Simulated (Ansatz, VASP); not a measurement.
## Ta in VASP and in Ansatz

```
Ta
1.0
     2.72034    0.00000    0.00000
     0.00000    2.72034    0.00000
     0.00000    0.00000    2.72034
Ta
1
Direct
  0.00000 0.00000 0.00000
```

Alike in both runs: task relaxation of cell and atoms; functional PBEsol; k mesh 16 × 16 × 16; occupations gaussian, width 0.1 eV; no spin polarisation.

|  | VASP | Ansatz |
| --- | --- | --- |
| version | VASP 6.6.1 | Ansatz 0.2.0 |
| potentials or method | VASP PAW PBE potentials, release 64 (Ta_pv), cutoff 600 eV | scalar-relativistic, plane waves, PAW |
| valence electrons in the cell | 11 | 13 |

VASP gave:

* gap on the k mesh at the Fermi level, each at its own relaxed structure (eV): none
* relaxed volume (Å³/atom): 19.94
* relaxed cell length with the largest relative difference (Å): 2.712

Problem. Which values does Ansatz return?

Solution. gap on the k mesh at the Fermi level, each at its own relaxed structure (eV): none; relaxed volume (Å³/atom): 19.92; relaxed cell length with the largest relative difference (Å): 2.711.

VASP's potentials were made for PBE, not for PBEsol. A gap of «none» marks a metal or a gap that the smearing closes. VASP's potentials hold 11 valence electrons a cell and Ansatz's 13, so a difference there can come from the potentials and not from the codes.

Spin-orbit coupling is off throughout.
